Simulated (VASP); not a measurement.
# Sr (P6_3/mmc) in VASP: notebook, part 2 of 2

VASP 6.6.1. Earlier steps stand in the parts before.

**3. Single point, PBEsol (strain +0.0600 x Voigt [1, 1, 0, 0, 0, 0])**

The input, INCAR:

```
PREC = Accurate
ENCUT = 520
EDIFF = 1E-6
ISMEAR = 0
SIGMA = 0.15
LREAL = F
LASPH = T
NELM = 80
ALGO = Fast
ISIF = 2
LWAVE = F
LCHARG = T
GGA = PS
LELF = T
LVHAR = T
NBANDS = 17
```

The input, KPOINTS:

```
regular mesh
0
Gamma
  12 12 8
```

The input, POSCAR:

```
Sr
1.0
    4.5686002339      0.0000000000      0.0000000000
   -2.2843001170      3.9565238623      0.0000000000
    0.0000000000      0.0000000000      7.0500000000
Sr
2
Direct
    0.3333333333      0.6666666667      0.2500000000
    0.6666666667      0.3333333333      0.7500000000
```

Potentials or basis: VASP PAW PBE potentials, release 64 (Sr_sv).

On the command line:

```console
cat potpaw_PBE.64/Sr_sv/POTCAR > POTCAR
mpirun -np 1 vasp_std > vasp.out
```

OUTCAR:

```text
PREC = Accurate
   ENCUT = 520
   EDIFF = 1E-6
   ISMEAR = 0
   LREAL = F
   LASPH = T
   NELM = 80
   ISIF = 2
   GGA = PS

 ion  position               nearest neighbor table
   1  0.333  0.667  0.250-   2 4.40   2 4.40   2 4.40   2 4.40   2 4.40   2 4.40
   2  0.667  0.333  0.750-   1 4.40   1 4.40   1 4.40   1 4.40   1 4.40   1 4.40

  LATTYP: Found a hexagonal cell.
 ALAT       =     4.5686002339
 C/A-ratio  =     1.5431422403

  Lattice vectors:

 A1 = (   4.5686002339,   0.0000000000,   0.0000000000)
 A2 = (  -2.2843001170,   3.9565238623,   0.0000000000)
 A3 = (   0.0000000000,   0.0000000000,   7.0500000000)

Analysis of symmetry for initial positions (statically):
=====================================================================
 Subroutine PRICEL returns:
 Original cell was already a primitive cell.

 Routine SETGRP: Setting up the symmetry group for a
 hexagonal supercell.

 Subroutine GETGRP returns: Found 24 space group operations
 (whereof 12 operations were pure point group operations)
 out of a pool of 24 trial point group operations.

The static configuration has the point symmetry D_3d.
 The point group associated with its full space group is D_6h.

Analysis of symmetry for dynamics (positions and initial velocities):
=====================================================================
 Subroutine PRICEL returns:
 Original cell was already a primitive cell.

 Routine SETGRP: Setting up the symmetry group for a
 hexagonal supercell.

 Subroutine GETGRP returns: Found 24 space group operations
 (whereof 12 operations were pure point group operations)
 out of a pool of 24 trial point group operations.

The dynamic configuration has the point symmetry D_3d.
 The point group associated with its full space group is D_6h.

 Subroutine INISYM returns: Found 24 space group operations
 (whereof 12 operations are pure point group operations),
 and found     1 'primitive' translations

----------------------------------------------------------------------------------------

                                     Primitive cell

  volume of cell :     127.4342

  direct lattice vectors                    reciprocal lattice vectors
     4.568600234  0.000000000  0.000000000     0.218885424  0.126373559  0.000000000
    -2.284300117  3.956523862  0.000000000     0.000000000  0.252747117  0.000000000
     0.000000000  0.000000000  7.050000000     0.000000000  0.000000000  0.141843972

  length of vectors
     4.568600234  4.568600234  7.050000000     0.252747117  0.252747117  0.141843972

  position of ions in fractional coordinates (direct lattice)
     0.333333333  0.666666667  0.250000000
     0.666666667  0.333333333  0.750000000

  ion indices of the primitive-cell ions
   primitive index   ion index
                 1           1
                 2           2

----------------------------------------------------------------------------------------

 KPOINTS: regular mesh

Automatic generation of k-mesh.
 Grid dimensions read from file:
 generate k-points for:   12   12    8

 Generating k-lattice:

  Cartesian coordinates                     Fractional coordinates (reciprocal lattice)
     0.018240452  0.010531130  0.000000000     0.083333333  0.000000000  0.000000000
     0.000000000  0.021062260  0.000000000     0.000000000  0.083333333  0.000000000
     0.000000000  0.000000000  0.017730496     0.000000000  0.000000000  0.125000000

  Length of vectors
     0.021062260  0.021062260  0.017730496

  Shift w.r.t. Gamma in fractional coordinates (k-lattice)
     0.000000000  0.000000000  0.000000000

 Subroutine IBZKPT returns following result:
 ===========================================

 Found     95 irreducible k-points:

 Following reciprocal coordinates:
            Coordinates               Weight
  0.000000  0.000000  0.000000      1.000000
  0.083333  0.000000  0.000000      6.000000
  0.166667  0.000000  0.000000      6.000000
  0.250000  0.000000  0.000000      6.000000
  0.333333  0.000000  0.000000      6.000000
  0.416667  0.000000  0.000000      6.000000
[... 16 lines left out ...]
  0.250000  0.000000  0.125000     12.000000
  0.333333  0.000000  0.125000     12.000000
 [... further k-points ...]
   k-points           NKPTS =     95   k-points in BZ     NKDIM =     95   number of bands    NBANDS=     17
   number of dos      NEDOS =    301   number of ions     NIONS =      2
   total plane-waves  NPLWV =  69984
   dimension x,y,z NGX =    36 NGY =   36 NGZ =   54
   dimension x,y,z NGXF=    72 NGYF=   72 NGZF=  108
   ions per type =               2
   NGX,Y,Z   is equivalent  to a cutoff of  13.10, 13.10, 12.73 a.u.
   NGXF,Y,Z  is equivalent  to a cutoff of  26.20, 26.20, 25.47 a.u.
 SYSTEM =  unknown system
   PREC   = accura    normal or accurate (medium, high low for compatibility)
   ISTART =      0    job   : 0-new  1-cont  2-samecut
   ICHARG =      2    charge: 1-file 2-atom 10-const
   ISPIN  =      1    spin polarized calculation?
   LNONCOLLINEAR =      F non collinear calculations
   LSORBIT =      F    spin-orbit coupling
   LASPH  =      T    aspherical Exc in radial PAW
   ENCUT  =  520.0 eV  38.22 Ry    6.18 a.u.   8.49  8.49 13.11*2*pi/ulx,y,z
   NELM   =     80;   NELMIN=  2; NELMDL= -5     # of ELM steps
   EDIFF  = 0.1E-05   stopping-criterion for ELM
   LREAL  =      F    real-space projection
   EDIFFG = 0.1E-04   stopping-criterion for IOM
   NSW    =      0    number of steps for IOM
   IBRION =     -1    ionic relax: 0-MD 1-quasi-New 2-CG
   NFREE  =      0    steps in history (QN), initial steepest desc. (CG)
   ISIF   =      2    stress and relaxation
   ISYM   =      2    0-nonsym 1-usesym 2-fastsym
   POTIM  = 0.5000    time-step for ionic-motion
   TEBEG  =    0.0;   TEEND  =   0.0 temperature during run
   PSTRESS=    0.0 pullay stress
   NELECT =      20.0000    total number of electrons
   NUPDOWN=      -1.0000    fix difference up-down
   EMIN   =  10.00;   EMAX   =-10.00  energy-range for DOS
   EFERMI =   0.00;   METHOD = LEGACY
   ISMEAR =     0;   SIGMA  =   0.15  broadening in eV -4-tet -1-fermi 0-gaus
   EFERMI_NEDOS =   21; number of points for ismear=-14 and -15
   IALGO  =     68    algorithm
   IMIX   =      4    mixing-type and parameters
     AMIX     =   0.40;   BMIX     =  1.00
     AMIX_MAG =   1.60;   BMIX_MAG =  1.00
  volume/ion in A,a.u.               =      63.72       429.98
  Fermi-wavevector in a.u.,A,eV,Ry     =   0.883058  1.668739 10.609719  0.779792
  Thomas-Fermi vector in A             =   2.003774
   LORBIT       =      0    0 simple, 1 ext, 2 COOP (PROOUT), +10 PAW based schemes
   GGA     = PS    functional components
   LHFCALC =     F    Hartree Fock is set to
   AEXX    =    0.0000 exact exchange contribution
   IVDW    =     0    specifies the selected vdW correction
   LEPSILON=     F    determine dielectric tensor
   LRPA    =     F    only Hartree local field effects (RPA)
 non-spin polarized calculation
 RMM-DIIS sequential band-by-band and
 Gauss-broadening in eV      SIGMA  =   0.15
  energy-cutoff  :      520.00
  volume of cell :      127.43
 maximum number of plane-waves:      3470
 NGX is ok and might be reduce to    36
   NGX = 17   NGY = 17   NGZ = 27

 number of electron      20.0000000 magnetization

 Free energy of the ion-electron system (eV)
  ---------------------------------------------------
  ext. energy  EPLUGINS =         0.00000000
  ---------------------------------------------------
  free energy    TOTEN  =        -3.53140363 eV

  energy without entropy =       -3.50324899  energy(sigma->0) =       -3.51732631

 E-fermi :   1.0509     XC(G=0):  -6.9898

 val. band max:        1.0385225201   @ k =   0.3333   0.3333   0.3750
 cond. band min:       1.1116491076   @ k =   0.3333   0.2500   0.0000
 fundamental gap:      0.0731265875
 Fermi energy:         1.0509441028

 k-point     1 :       0.0000    0.0000    0.0000
  band No.  band energies     occupation
      1     -35.8061      2.00000
      2     -35.7973      2.00000
      3     -17.8508      2.00000
      4     -17.7479      2.00000
      5     -17.7479      2.00000
      6     -17.7254      2.00000
[... 9 lines left out ...]
     16       3.5132      0.00000
     17       3.7680      0.00000
[... 441 lines left out ...]
 k-point    24 :       0.3333    0.0000    0.1250
  band No.  band energies     occupation
      1     -35.8015      2.00000
      2     -35.7968      2.00000
      3     -17.8205      2.00000
      4     -17.7935      2.00000
      5     -17.7832      2.00000
      6     -17.7648      2.00000
[... 9 lines left out ...]
     16       4.1542      0.00000
     17       4.5264      0.00000

 [... further k-points ...]
[... 5 lines left out ...]
  --------------------------------------------------------------------------------------
  -------------------------------------------------------------------------------------
  Total       -1.5680871     -1.5680871     -0.9462245      0.0000000      0.0000000      0.0000000
  in kB      -19.7149056    -19.7149056    -11.8964868      0.0000000      0.0000000      0.0000000
  external PRESSURE =     -17.1087660 kB  Pullay stress =       0.0000000 kB

 VOLUME and BASIS-vectors are now :
 -----------------------------------------------------------------------------
  energy-cutoff  :      520.00
  volume of cell :      127.43
      direct lattice vectors                 reciprocal lattice vectors
     4.568600234  0.000000000  0.000000000     0.218885424  0.126373559  0.000000000
    -2.284300117  3.956523862  0.000000000     0.000000000  0.252747117  0.000000000
     0.000000000  0.000000000  7.050000000     0.000000000  0.000000000  0.141843972

 POSITION                                       TOTAL-FORCE (eV/Angst)
 -----------------------------------------------------------------------------------
     -0.00000      2.63768      1.76250        -0.000000     -0.000000      0.000000
      2.28430      1.31884      5.28750         0.000000      0.000000     -0.000000
 -----------------------------------------------------------------------------------
    total drift:                               -0.000000      0.000000     -0.000000

  FREE ENERGIE OF THE ION-ELECTRON SYSTEM (eV)
  ---------------------------------------------------
  free  energy   TOTEN  =        -3.5314036286 eV

  energy  without entropy=       -3.5032489914  energy(sigma->0) =       -3.51732631
```

It took 6.4 min on 1 thread of Intel Xeon 8259CL, shared host; peak memory 0.36 GiB.

What came out:

```yaml
Free_energy: -3.5314 eV
Pressure: -1.7 GPa
Band_gap_on_the_k_mesh: zero (bands 10 and 11 overlap by 0.36 eV)
```

Levels at points of the mesh, in eV from the Fermi level:
| k point | band 6 | band 7 | band 8 | band 9 | band 10 | band 11 | band 12 | band 13 | band 14 | band 15 |
| --- | --- | --- | --- | --- | --- | --- | --- | --- | --- | --- |
| (0.00, 0.00, 0.00) | -18.78 | -18.78 | -18.77 | -3.45 | -0.92 | 0.10 | 2.05 | 2.05 | 2.37 | 2.46 |
| (0.50, 0.00, 0.00) | -18.82 | -18.80 | -18.79 | -1.21 | -0.65 | 0.20 | 0.25 | 1.24 | 1.82 | 1.87 |
| (0.00, 0.00, 0.50) | -18.79 | -18.79 | -18.79 | -2.54 | -2.54 | 1.37 | 1.37 | 2.01 | 2.01 | 2.01 |
| (0.50, 0.00, 0.50) | -18.81 | -18.80 | -18.80 | -0.77 | -0.77 | 0.08 | 0.08 | 1.33 | 1.33 | 2.54 |

Caveat: the cell differs from its parent crystal (strain +0.0600 x Voigt [1, 1, 0, 0, 0, 0]); the PAW data sets were made with another functional, which shifts forces and pressure a little.

The gap in the log of VASP goes by the Fermi energy; the results here count the filled bands.